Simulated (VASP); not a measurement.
# NaC2 (P4_2/mnm) in VASP: relaxation of cell and atoms with PBE

Aim: the relaxation of cell and atoms of NaC2 with PBE.

Program: VASP 6.6.1. These are calculated values, not measurements. Logs are shortened: lines on timing, memory, paths and dates and some standing lists are left out, and cuts for length are marked.

## (1) The cell of the first run

The structure is tetragonal, space group P4_2/mnm (No. 136). Conventional cell: a = 4.499 Å, b = 4.499 Å, c = 5.244 Å, α = 90.00°, β = 90.00°, γ = 90.00°. Within 3.4 Å of Na (site symmetry mmm) lie 10 C at 2.55 to 3.24 Å. C (site symmetry m2m) has 1 C at 1.27 Å within 1.7 Å.

## (2) Relaxation of cell and atoms, PBE

INCAR reads:

```
PREC = Accurate
ENCUT = 600
EDIFF = 1E-6
ISMEAR = 0
SIGMA = 0.1
LREAL = False
LASPH = True
NELM = 100
ALGO = Normal
ISIF = 3
LWAVE = False
LCHARG = False
GGA = PE
IBRION = 2
NSW = 100
EDIFFG = -0.01
```

KPOINTS reads:

```
regular mesh
0
Gamma
  8 8 8
```

POSCAR reads:

```
NaC2
1.0
    4.4989624798      0.0000000000      0.0000000000
    0.0000000000      4.4989624798      0.0000000000
    0.0000000000      0.0000000000      5.2439590613
Na C
2 4
Direct
    0.0000000000      0.0000000000      0.0000000000
    0.5000000000      0.5000000000      0.5000000000
    0.4004532878      0.4004532878      0.0000000000
    0.0995467122      0.9004532878      0.5000000000
    0.5995467122      0.5995467122      0.0000000000
    0.9004532878      0.0995467122      0.5000000000
```

Potentials or basis: VASP PAW PBE potentials, release 64 (Na_pv, C).

Run with:

```sh
> cat potpaw_PBE.64/Na_pv/POTCAR potpaw_PBE.64/C/POTCAR > POTCAR
> mpirun -np 1 vasp_std > vasp.out
```

OUTCAR:

```text
PREC = Accurate
   ENCUT = 600
   EDIFF = 1E-6
   ISMEAR = 0
   LREAL = False
   LASPH = True
   NELM = 100
   ISIF = 3
   GGA = PE
   IBRION = 2
   NSW = 100
   EDIFFG = -0.01

 ion  position               nearest neighbor table
   1  0.000  0.000  0.000-
   2  0.500  0.500  0.500-
   3  0.400  0.400  0.000-   5 1.27
   4  0.100  0.900  0.500-   6 1.27
   5  0.600  0.600  0.000-   3 1.27
   6  0.900  0.100  0.500-   4 1.27

  LATTYP: Found a simple tetragonal cell.
 ALAT       =     4.4989624798
 C/A-ratio  =     1.1655929750

  Lattice vectors:

 A1 = (   4.4989624798,   0.0000000000,   0.0000000000)
 A2 = (   0.0000000000,   4.4989624798,   0.0000000000)
 A3 = (   0.0000000000,   0.0000000000,   5.2439590613)

Analysis of symmetry for initial positions (statically):
=====================================================================
 Subroutine PRICEL returns:
 Original cell was already a primitive cell.

 Routine SETGRP: Setting up the symmetry group for a
 simple tetragonal supercell.

 Subroutine GETGRP returns: Found 16 space group operations
 (whereof  8 operations were pure point group operations)
 out of a pool of 16 trial point group operations.

The static configuration has the point symmetry D_2h.
 The point group associated with its full space group is D_4h.

Analysis of symmetry for dynamics (positions and initial velocities):
=====================================================================
 Subroutine PRICEL returns:
 Original cell was already a primitive cell.

 Routine SETGRP: Setting up the symmetry group for a
 simple tetragonal supercell.

 Subroutine GETGRP returns: Found 16 space group operations
 (whereof  8 operations were pure point group operations)
 out of a pool of 16 trial point group operations.

The dynamic configuration has the point symmetry D_2h.
 The point group associated with its full space group is D_4h.

 Subroutine INISYM returns: Found 16 space group operations
 (whereof  8 operations are pure point group operations),
 and found     1 'primitive' translations

----------------------------------------------------------------------------------------

                                     Primitive cell

  volume of cell :     106.1412

  direct lattice vectors                    reciprocal lattice vectors
     4.498962480  0.000000000  0.000000000     0.222273470  0.000000000  0.000000000
     0.000000000  4.498962480  0.000000000     0.000000000  0.222273470  0.000000000
     0.000000000  0.000000000  5.243959061     0.000000000  0.000000000  0.190695615

  length of vectors
     4.498962480  4.498962480  5.243959061     0.222273470  0.222273470  0.190695615

  position of ions in fractional coordinates (direct lattice)
     0.000000000  0.000000000  0.000000000
     0.500000000  0.500000000  0.500000000
     0.400453288  0.400453288  0.000000000
     0.099546712  0.900453288  0.500000000
     0.599546712  0.599546712  0.000000000
     0.900453288  0.099546712  0.500000000

  ion indices of the primitive-cell ions
   primitive index   ion index
                 1           1
                 2           2
                 3           3
                 4           4
                 5           5
                 6           6

----------------------------------------------------------------------------------------

 KPOINTS: regular mesh

Automatic generation of k-mesh.
 Grid dimensions read from file:
 generate k-points for:    8    8    8

 Generating k-lattice:

  Cartesian coordinates                     Fractional coordinates (reciprocal lattice)
     0.027784184  0.000000000  0.000000000     0.125000000  0.000000000  0.000000000
     0.000000000  0.027784184  0.000000000     0.000000000  0.125000000  0.000000000
     0.000000000  0.000000000  0.023836952     0.000000000  0.000000000  0.125000000

  Length of vectors
     0.027784184  0.027784184  0.023836952

  Shift w.r.t. Gamma in fractional coordinates (k-lattice)
     0.000000000  0.000000000  0.000000000

 Subroutine IBZKPT returns following result:
 ===========================================

 Found     75 irreducible k-points:

 Following reciprocal coordinates:
            Coordinates               Weight
  0.000000  0.000000  0.000000      1.000000
  0.125000  0.000000  0.000000      4.000000
  0.250000  0.000000  0.000000      4.000000
  0.375000  0.000000  0.000000      4.000000
  0.500000  0.000000  0.000000      2.000000
  0.125000  0.125000  0.000000      4.000000
[... 16 lines left out ...]
  0.375000  0.125000  0.125000     16.000000
  0.500000  0.125000  0.125000      8.000000
 [... further k-points ...]
   k-points           NKPTS =     75   k-points in BZ     NKDIM =     75   number of bands    NBANDS=     19
   number of dos      NEDOS =    301   number of ions     NIONS =      6
   total plane-waves  NPLWV =  54432
   dimension x,y,z NGX =    36 NGY =   36 NGZ =   42
   dimension x,y,z NGXF=    72 NGYF=   72 NGZF=   84
   ions per type =               2   4
   NGX,Y,Z   is equivalent  to a cutoff of  13.30, 13.30, 13.31 a.u.
   NGXF,Y,Z  is equivalent  to a cutoff of  26.61, 26.61, 26.63 a.u.
 SYSTEM =  unknown system
   PREC   = accura    normal or accurate (medium, high low for compatibility)
   ISTART =      0    job   : 0-new  1-cont  2-samecut
   ICHARG =      2    charge: 1-file 2-atom 10-const
   ISPIN  =      1    spin polarized calculation?
   LNONCOLLINEAR =      F non collinear calculations
   LSORBIT =      F    spin-orbit coupling
   LASPH  =      T    aspherical Exc in radial PAW
   ENCUT  =  600.0 eV  44.10 Ry    6.64 a.u.   8.99  8.99 10.47*2*pi/ulx,y,z
   NELM   =    100;   NELMIN=  2; NELMDL= -5     # of ELM steps
   EDIFF  = 0.1E-05   stopping-criterion for ELM
   LREAL  =      F    real-space projection
   EDIFFG = -.1E-01   stopping-criterion for IOM
   NSW    =    100    number of steps for IOM
   IBRION =      2    ionic relax: 0-MD 1-quasi-New 2-CG
   NFREE  =      1    steps in history (QN), initial steepest desc. (CG)
   ISIF   =      3    stress and relaxation
   ISYM   =      2    0-nonsym 1-usesym 2-fastsym
   POTIM  = 0.5000    time-step for ionic-motion
   TEBEG  =    0.0;   TEEND  =   0.0 temperature during run
   PSTRESS=    0.0 pullay stress
   NELECT =      30.0000    total number of electrons
   NUPDOWN=      -1.0000    fix difference up-down
   EMIN   =  10.00;   EMAX   =-10.00  energy-range for DOS
   EFERMI =   0.00;   METHOD = LEGACY
   ISMEAR =     0;   SIGMA  =   0.10  broadening in eV -4-tet -1-fermi 0-gaus
   EFERMI_NEDOS =   21; number of points for ismear=-14 and -15
   IALGO  =     38    algorithm
   IMIX   =      4    mixing-type and parameters
     AMIX     =   0.40;   BMIX     =  1.00
     AMIX_MAG =   1.60;   BMIX_MAG =  1.00
  volume/ion in A,a.u.               =      17.69       119.38
  Fermi-wavevector in a.u.,A,eV,Ry     =   1.074370  2.030265 15.704811  1.154271
  Thomas-Fermi vector in A             =   2.210196
   LORBIT       =      0    0 simple, 1 ext, 2 COOP (PROOUT), +10 PAW based schemes
   GGA     = PE    functional components
   LHFCALC =     F    Hartree Fock is set to
   AEXX    =    0.0000 exact exchange contribution
   IVDW    =     0    specifies the selected vdW correction
   LEPSILON=     F    determine dielectric tensor
   LRPA    =     F    only Hartree local field effects (RPA)
 conjugate gradient relaxation of ions
 non-spin polarized calculation
 Gauss-broadening in eV      SIGMA  =   0.10
  energy-cutoff  :      600.00
  volume of cell :      106.14
 maximum number of plane-waves:      3576
 NGX is ok and might be reduce to    36
   NGX = 17   NGY = 17   NGZ = 21

--------------------------------------- Ionic step        1  -------------------------------------------

 number of electron      29.9999971 magnetization

 Free energy of the ion-electron system (eV)
  ---------------------------------------------------
  ext. energy  EPLUGINS =         0.00000000
  ---------------------------------------------------
  free energy    TOTEN  =       -30.87238554 eV

  energy without entropy =      -30.80635076  energy(sigma->0) =      -30.83936815

------------------------ aborting loop because EDIFF is reached ----------------------------------------

  FORCE on cell =-STRESS in cart. coord.  units (eV):
  Direction    XX          YY          ZZ          XY          YZ          ZX
  --------------------------------------------------------------------------------------
  -------------------------------------------------------------------------------------
  Total        0.0513339      0.0513339     -0.0801515      0.0000000      0.0000000      0.0000000
  in kB        0.7748735      0.7748735     -1.2098693      0.0000000      0.0000000      0.0000000
  external PRESSURE =       0.1132926 kB  Pullay stress =       0.0000000 kB
[... 105 lines left out ...]
  energy  without entropy=      -30.8063617623  energy(sigma->0) =      -30.83944696

--------------------------------------- Ionic step        4  -------------------------------------------

 number of electron      29.9999972 magnetization

 Free energy of the ion-electron system (eV)
  ---------------------------------------------------
  ext. energy  EPLUGINS =         0.00000000
  ---------------------------------------------------
  free energy    TOTEN  =       -30.87260440 eV

  energy without entropy =      -30.80650484  energy(sigma->0) =      -30.83955462

 E-fermi :  -1.7173     XC(G=0):  -7.9571

 val. band max:       -1.7174714481   @ k =   0.5000   0.0000   0.2500
 cond. band min:      -1.7126735799   @ k =   0.5000   0.1250   0.2500
 fundamental gap:      0.0047978682
 Fermi energy:        -1.7172878877

 k-point     1 :       0.0000    0.0000    0.0000
  band No.  band energies     occupation
      1     -22.7917      2.00000
      2     -22.7917      2.00000
      3     -22.7668      2.00000
      4     -22.7603      2.00000
      5     -22.7603      2.00000
      6     -22.7553      2.00000
[... 11 lines left out ...]
     18       4.4825      0.00000
     19       4.5034      0.00000
[... 489 lines left out ...]
      3     -22.7641      2.00000
      4     -22.7641      2.00000
      5     -22.7595      2.00000
      6     -22.7595      2.00000
[... 11 lines left out ...]
     18       4.0370      0.00000
     19       4.6793      0.00000

 [... further k-points ...]
[... 5 lines left out ...]
  --------------------------------------------------------------------------------------
  -------------------------------------------------------------------------------------
  Total       -0.0342428     -0.0342428     -0.0384854     -0.0000000      0.0000000      0.0000000
  in kB       -0.5175369     -0.5175369     -0.5816589     -0.0000000      0.0000000      0.0000000
  external PRESSURE =      -0.5389109 kB  Pullay stress =       0.0000000 kB
[... 21 lines left out ...]
  FREE ENERGIE OF THE ION-ELECTRON SYSTEM (eV)
  ---------------------------------------------------
  free  energy   TOTEN  =       -30.8726044002 eV

  energy  without entropy=      -30.8065048373  energy(sigma->0) =      -30.83955462

 reached required accuracy - stopping structural energy minimisation
```

It took 2.3 min on 1 thread of Intel Xeon 6975P-C (Granite Rapids), shared host; peak memory 0.32 GiB.

What came out:

```
Free energy                           : -30.8726 eV
Relaxed volume                        : 17.67 Å³/atom
Relaxed cell                          : a = 4.497 Å, b = 4.497 Å, c = 5.241 Å, α = 90.00°, β = 90.00°, γ = 90.00°
Space group after relaxing (to 0.1 Å) : P4_2/mnm (No. 136)
Energy gained by relaxing             : 0.0 meV/atom
Ionic steps                           : 4
Pressure after relaxing               : -0.1 GPa
Largest force after relaxing          : 0.005 eV/Å
Band gap on the k mesh                : zero (bands 15 and 16 overlap by 0.51 eV)
```

Forces in eV/Å, atoms in the order of the input:
```
Na   0.000  0.000  0.000
Na   0.000  0.000  0.000
C   -0.003 -0.003  0.000
C    0.003 -0.003  0.000
C    0.003  0.003  0.000
C   -0.003  0.003  0.000
```

Step by step:
```tsv
step	energy change (eV)	largest force (eV/Å)	pressure (GPa)	volume (Å³)
1	0.0000	0.1010	0.01	106.14
2	0.0049	0.5731	-0.80	106.16
3	-0.0001	0.0004	-0.10	106.14
4	-0.0002	0.0047	-0.05	106.01
```

Final structure:
```
Na C
1.0
     4.49741    0.00000    0.00000
     0.00000    4.49741    0.00000
     0.00000    0.00000    5.24099
Na C
2 4
Direct
  0.00000 0.00000 0.00000
  0.50000 0.50000 0.50000
  0.40031 0.40031 0.00000
  0.09969 0.90031 0.50000
  0.59969 0.59969 0.00000
  0.90031 0.09969 0.50000
```
